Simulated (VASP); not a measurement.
# Al in VASP: single point with PBE+D3(BJ)

Aim: the single point of Al with PBE+D3(BJ).

Program: VASP 6.6.1. These are calculated values, not measurements. Logs are shortened: lines on timing, memory, paths and dates and some standing lists are left out, and cuts for length are marked.

## (1) The cell of the first run

The cell holds a slab with vacuum, 4 atoms: a = 2.902 Å, b = 2.902 Å, c = 29.180 Å, α = 90.00°, β = 90.00°, γ = 120.00°.

## (2) Single point, PBE+D3(BJ)

INCAR reads:

```
PREC = Accurate
ENCUT = 400
EDIFF = 1E-6
ISMEAR = 1
SIGMA = 0.1
LREAL = False
LASPH = True
NELM = 120
ALGO = Normal
ISIF = 2
LWAVE = False
LCHARG = False
LDIPOL = True
IDIPOL = 3
DIPOL = 0.5 0.5 0.665
GGA = PE
IVDW = 12
NBANDS = 14
GGA_COMPAT = False
NELMDL = -8
```

KPOINTS reads:

```
regular mesh
0
Gamma
  15 15 1
```

POSCAR reads:

```
Al
1.0
    1.4511908809      2.5135363372      0.0000000000
   -2.9023817618      0.0000000000      0.0000000000
    0.0000000000      0.0000000000     29.1800269792
Al
4
Direct
    0.6666666667      0.3333333333      0.5487983768
    0.3333333333      0.6666666667      0.6253134155
    0.0000000000      1.0000000000      0.7034387573
    0.6666666667      0.3333333333      0.7820237170
```

Potentials or basis: VASP PAW PBE potentials, release 64 (Al).

On the command line:

```sh
$ cat potpaw_PBE.64/Al/POTCAR > POTCAR
$ mpirun -np 1 vasp_std > vasp.out
```

OUTCAR:

```text
PREC = Accurate
   ENCUT = 400
   EDIFF = 1E-6
   ISMEAR = 1
   LREAL = False
   LASPH = True
   NELM = 120
   ISIF = 2
   GGA = PE
   IVDW = 12
   NELMDL = -8
 IVDW          = 12

 ion  position               nearest neighbor table
   1  0.667  0.333  0.549-   2 2.79   2 2.79   2 2.79
   2  0.333  0.667  0.625-   1 2.79   1 2.79   1 2.79   3 2.83   3 2.83   3 2.83
   3  0.000  0.000  0.703-   2 2.83   2 2.83   2 2.83   4 2.84   4 2.84   4 2.84
   4  0.667  0.333  0.782-   3 2.84   3 2.84   3 2.84

  LATTYP: Found a hexagonal cell.
 ALAT       =     2.9023817618
 C/A-ratio  =    10.0538210939

  Lattice vectors:

 A1 = (   1.4511908809,   2.5135363372,   0.0000000000)
 A2 = (  -2.9023817618,   0.0000000000,   0.0000000000)
 A3 = (   0.0000000000,   0.0000000000,  29.1800269792)

Analysis of symmetry for initial positions (statically):
=====================================================================
 Subroutine PRICEL returns:
 Original cell was already a primitive cell.

 Routine SETGRP: Setting up the symmetry group for a
 hexagonal supercell.

 Subroutine GETGRP returns: Found  6 space group operations
 (whereof  6 operations were pure point group operations)
 out of a pool of 24 trial point group operations.

The static configuration has the point symmetry C_3v.

Analysis of symmetry for dynamics (positions and initial velocities):
=====================================================================
 Subroutine PRICEL returns:
 Original cell was already a primitive cell.

 Routine SETGRP: Setting up the symmetry group for a
 hexagonal supercell.

 Subroutine GETGRP returns: Found  6 space group operations
 (whereof  6 operations were pure point group operations)
 out of a pool of 24 trial point group operations.

The dynamic configuration has the point symmetry C_3v.

 Subroutine INISYM returns: Found  6 space group operations
 (whereof  6 operations are pure point group operations),
 and found     1 'primitive' translations

----------------------------------------------------------------------------------------

                                     Primitive cell

  volume of cell :     212.8754

  direct lattice vectors                    reciprocal lattice vectors
     1.451190881  2.513536337  0.000000000     0.000000000  0.397845850  0.000000000
    -2.902381762  0.000000000  0.000000000    -0.344544613  0.198922925  0.000000000
     0.000000000  0.000000000 29.180026979     0.000000000  0.000000000  0.034270016

  length of vectors
     2.902381762  2.902381762 29.180026979     0.397845850  0.397845850  0.034270016

  position of ions in fractional coordinates (direct lattice)
     0.666666667  0.333333333  0.548798377
     0.333333333  0.666666667  0.625313416
     0.000000000  0.000000000  0.703438757
     0.666666667  0.333333333  0.782023717

  ion indices of the primitive-cell ions
   primitive index   ion index
                 1           1
                 2           2
                 3           3
                 4           4

----------------------------------------------------------------------------------------

 KPOINTS: regular mesh

Automatic generation of k-mesh.
 Grid dimensions read from file:
 generate k-points for:   15   15    1

 Generating k-lattice:

  Cartesian coordinates                     Fractional coordinates (reciprocal lattice)
     0.000000000  0.026523057  0.000000000     0.066666667  0.000000000  0.000000000
    -0.022969641  0.013261528  0.000000000     0.000000000  0.066666667  0.000000000
     0.000000000  0.000000000  0.034270016     0.000000000  0.000000000  1.000000000

  Length of vectors
     0.026523057  0.026523057  0.034270016

  Shift w.r.t. Gamma in fractional coordinates (k-lattice)
     0.000000000  0.000000000  0.000000000

 Subroutine IBZKPT returns following result:
 ===========================================

 Found     27 irreducible k-points:

 Following reciprocal coordinates:
            Coordinates               Weight
  0.000000  0.000000  0.000000      1.000000
  0.066667  0.000000  0.000000      6.000000
  0.133333  0.000000  0.000000      6.000000
  0.200000  0.000000  0.000000      6.000000
  0.266667  0.000000  0.000000      6.000000
  0.333333  0.000000  0.000000      6.000000
[... 16 lines left out ...]
  0.333333  0.200000  0.000000     12.000000
  0.400000  0.200000  0.000000      6.000000
 [... further k-points ...]
   k-points           NKPTS =     27   k-points in BZ     NKDIM =     27   number of bands    NBANDS=     14
   number of dos      NEDOS =    301   number of ions     NIONS =      4
   total plane-waves  NPLWV =  76800
   dimension x,y,z NGX =    20 NGY =   20 NGZ =  192
   dimension x,y,z NGXF=    40 NGYF=   40 NGZF=  384
   ions per type =               4
   NGX,Y,Z   is equivalent  to a cutoff of  11.46, 11.46, 10.94 a.u.
   NGXF,Y,Z  is equivalent  to a cutoff of  22.91, 22.91, 21.88 a.u.
 SYSTEM =  unknown system
   PREC   = accura    normal or accurate (medium, high low for compatibility)
   ISTART =      0    job   : 0-new  1-cont  2-samecut
   ICHARG =      2    charge: 1-file 2-atom 10-const
   ISPIN  =      1    spin polarized calculation?
   LNONCOLLINEAR =      F non collinear calculations
   LSORBIT =      F    spin-orbit coupling
   LASPH  =      T    aspherical Exc in radial PAW
   ENCUT  =  400.0 eV  29.40 Ry    5.42 a.u.   4.73  4.73 47.59*2*pi/ulx,y,z
   NELM   =    120;   NELMIN=  2; NELMDL= -8     # of ELM steps
   EDIFF  = 0.1E-05   stopping-criterion for ELM
   LREAL  =      F    real-space projection
   EDIFFG = 0.1E-04   stopping-criterion for IOM
   NSW    =      0    number of steps for IOM
   IBRION =     -1    ionic relax: 0-MD 1-quasi-New 2-CG
   NFREE  =      0    steps in history (QN), initial steepest desc. (CG)
   ISIF   =      2    stress and relaxation
   ISYM   =      2    0-nonsym 1-usesym 2-fastsym
   POTIM  = 0.5000    time-step for ionic-motion
   TEBEG  =    0.0;   TEEND  =   0.0 temperature during run
   PSTRESS=    0.0 pullay stress
   NELECT =      12.0000    total number of electrons
   NUPDOWN=      -1.0000    fix difference up-down
   EMIN   =  10.00;   EMAX   =-10.00  energy-range for DOS
   EFERMI =   0.00;   METHOD = LEGACY
   ISMEAR =     1;   SIGMA  =   0.10  broadening in eV -4-tet -1-fermi 0-gaus
   EFERMI_NEDOS =   21; number of points for ismear=-14 and -15
   IALGO  =     38    algorithm
   IMIX   =      4    mixing-type and parameters
     AMIX     =   0.40;   BMIX     =  1.00
     AMIX_MAG =   1.60;   BMIX_MAG =  1.00
  volume/ion in A,a.u.               =      53.22       359.14
  Fermi-wavevector in a.u.,A,eV,Ry     =   0.627712  1.186203  5.360992  0.394022
  Thomas-Fermi vector in A             =   1.689406
   LORBIT       =      0    0 simple, 1 ext, 2 COOP (PROOUT), +10 PAW based schemes
   GGA     = PE    functional components
   LHFCALC =     F    Hartree Fock is set to
   AEXX    =    0.0000 exact exchange contribution
   IVDW    =    12    specifies the selected vdW correction
   LEPSILON=     F    determine dielectric tensor
   LRPA    =     F    only Hartree local field effects (RPA)
 non-spin polarized calculation
 Methfessel and Paxton  Order N= 1 SIGMA  =   0.10
  energy-cutoff  :      400.00
  volume of cell :      212.88
 maximum number of plane-waves:      3911
 NGX is ok and might be reduce to    20
   NGX =  9   NGY =  9   NGZ = 95

 dipolmoment           0.000000      0.000000      0.042586 electrons x Angstroem

 number of electron      12.0000000 magnetization

 dipolmoment           0.000000      0.000000     -0.001060 electrons x Angstroem

 Free energy of the ion-electron system (eV)
  ---------------------------------------------------
  ext. energy  EPLUGINS =         0.00000000
  ---------------------------------------------------
  free energy    TOTEN  =       -14.17112489 eV

  energy without entropy =      -14.16758811  energy(sigma->0) =      -14.16994596

 E-fermi :  -0.2224     XC(G=0):  -3.8249

 val. band max:       -0.2474213533   @ k =   0.3333   0.2000   0.0000
 cond. band min:      -0.2096815869   @ k =   0.2667   0.2000   0.0000
 fundamental gap:      0.0377397664
 Fermi energy:        -0.2224375784

 k-point     1 :       0.0000    0.0000    0.0000
  band No.  band energies     occupation
      1     -10.9706      2.00000
      2      -9.8842      2.00000
      3      -8.1231      2.00000
      4      -5.7700      2.00000
      5      -3.3727      2.00000
      6      -0.3539      2.06873
      7       2.1563      0.00000
      8       3.3867      0.00000
      9       3.7335      0.00000
     10       4.3572      0.00000
     11       4.4869      0.00000
     12       5.7997      0.00000
     13       5.8764      0.00000
     14       7.7030      0.00000

 k-point     2 :       0.0667    0.0000    0.0000
  band No.  band energies     occupation
      1     -10.8668      2.00000
      2      -9.7809      2.00000
      3      -8.0207      2.00000
      4      -5.6677      2.00000
      5      -3.2754      2.00000
      6      -0.2570      1.54815
      7       2.2532      0.00000
      8       3.4892      0.00000
      9       3.8380      0.00000
     10       4.4580      0.00000
     11       4.5897      0.00000
     12       5.8982      0.00000
     13       5.9718      0.00000
     14       7.7605      0.00000

 k-point     3 :       0.1333    0.0000    0.0000
  band No.  band energies     occupation
      1     -10.5556      2.00000
      2      -9.4716      2.00000
      3      -7.7139      2.00000
      4      -5.3615      2.00000
      5      -2.9837      2.00000
      6       0.0309     -0.00199
      7       2.5359      0.00000
      8       3.7918      0.00000
      9       4.1489      0.00000
     10       4.7454      0.00000
     11       4.8893      0.00000
     12       5.7820      0.00000
     13       6.2231      0.00000
     14       6.3010      0.00000

 k-point     4 :       0.2000    0.0000    0.0000
  band No.  band energies     occupation
      1     -10.0385      2.00000
      2      -8.9576      2.00000
      3      -7.2042      2.00000
      4      -4.8540      2.00000
      5      -2.4989      2.00000
      6       0.4937     -0.00000
      7       2.8441      0.00000
      8       3.6011      0.00000
      9       4.3135      0.00000
     10       4.4342      0.00000
     11       4.6895      0.00000
     12       5.2912      0.00000
     13       5.4480      0.00000
     14       6.0477      0.00000

 k-point     5 :       0.2667    0.0000    0.0000
  band No.  band energies     occupation
      1      -9.3176      2.00000
      2      -8.2412      2.00000
      3      -6.4943      2.00000
      4      -4.1504      2.00000
      5      -1.8275      2.00000
      6       0.8106     -0.00000
      7       1.4981     -0.00000
      8       2.2857      0.00000
      9       3.6119      0.00000
     10       4.0688      0.00000
     11       5.0512      0.00000
[... 276 lines left out ...]
 k-point    22 :       0.2667    0.2000    0.0000
  band No.  band energies     occupation
      1      -7.1767      2.00000
      2      -6.1149      2.00000
      3      -4.3953      2.00000
      4      -2.1510      2.00000
      5      -1.2132      2.00000
      6      -0.2097      0.78603
      7       0.1109     -0.00003
      8       0.4881     -0.00000
      9       1.1846     -0.00000
     10       1.6813     -0.00000
     11       3.0452      0.00000
     12       3.4481      0.00000
     13       4.0748      0.00000
     14       5.3665      0.00000

 k-point    23 :       0.3333    0.2000    0.0000
  band No.  band energies     occupation
      1      -5.9680      2.00000
      2      -4.9178      2.00000
      3      -3.2456      2.00000
      4      -3.0057      2.00000
      5      -1.9730      2.00000
      6      -0.8575      2.00000
      7      -0.2474      1.40858
      8      -0.0134     -0.01180
      9       1.0437     -0.00000
     10       1.5097     -0.00000
     11       2.2292      0.00000
     12       2.8794      0.00000
     13       4.3039      0.00000
     14       4.6014      0.00000

 k-point    24 :       0.4000    0.2000    0.0000
  band No.  band energies     occupation
      1      -4.5969      2.00000
      2      -4.5486      2.00000
      3      -3.5655      2.00000
      4      -3.5390      2.00000
      5      -2.0642      2.00000
      6      -1.4982      2.00000
      7      -0.2921      1.91760
      8       0.1887     -0.00000
      9       0.8717     -0.00000
     10       1.2660     -0.00000
     11       2.5364      0.00000
     12       2.8215      0.00000
     13       3.0562      0.00000
     14       4.8848      0.00000

 [... further k-points ...]

------------------------ aborting loop because EDIFF is reached ----------------------------------------

 vacuum level on the upper side and lower side of the slab       (xc-potential included)        -0.165        -0.139

 Edisp (eV)   -1.00081

 E8    (eV) :    -0.4637

  FORCE on cell =-STRESS in cart. coord.  units (eV):
  Direction    XX          YY          ZZ          XY          YZ          ZX
  --------------------------------------------------------------------------------------
  -------------------------------------------------------------------------------------
  Total      -2.61743    -2.61743    -0.24152     0.00000    -0.00000     0.00000
  in kB     -19.69972   -19.69972    -1.81774     0.00000    -0.00000     0.00000
  external pressure =      -13.74 kB  Pullay stress =        0.00 kB

 VOLUME and BASIS-vectors are now :
 -----------------------------------------------------------------------------
  energy-cutoff  :      400.00
  volume of cell :      212.88
      direct lattice vectors                 reciprocal lattice vectors
     1.451190881  2.513536337  0.000000000     0.000000000  0.397845850  0.000000000
    -2.902381762  0.000000000  0.000000000    -0.344544613  0.198922925  0.000000000
     0.000000000  0.000000000 29.180026979     0.000000000  0.000000000  0.034270016

 POSITION                                       TOTAL-FORCE (eV/Angst)
 -----------------------------------------------------------------------------------
      0.00000      1.67569     16.01395         0.000000     -0.000000     -0.133970
     -1.45119      0.83785     18.24666        -0.000000      0.000000      0.306625
      0.00000      0.00000     20.52636        -0.000000     -0.000000     -0.113107
      0.00000      1.67569     22.81947        -0.000000     -0.000000     -0.059548
 -----------------------------------------------------------------------------------
    total drift:                                0.000000      0.000000      0.000015

  FREE ENERGIE OF THE ION-ELECTRON SYSTEM (eV)
  ---------------------------------------------------
  free  energy   TOTEN  =       -15.1719316998 eV

  energy  without entropy=      -15.1683949230  energy(sigma->0) =      -15.17075277

 vacuum level on the upper side and lower side of the slab         3.617         3.643
```

Run time: 47 s. Hardware: 1 thread of Intel Xeon 6975P-C (Granite Rapids), shared host; peak memory 0.26 GiB.

What came out:

```yaml
Free_energy: -15.1719 eV
Largest_force: 0.307 eV/Å
Band_gap_on_the_k_mesh: zero (bands 6 and 7 overlap by 1.94 eV)
Dispersion_energy_per_atom: -0.250 eV
```

Forces in eV/Å, atoms in the order of the input:
```
Al   0.000  0.000 -0.134
Al   0.000  0.000  0.307
Al   0.000  0.000 -0.113
Al   0.000  0.000 -0.060
```

The gap in the log of VASP goes by the Fermi energy; the results here count the filled bands.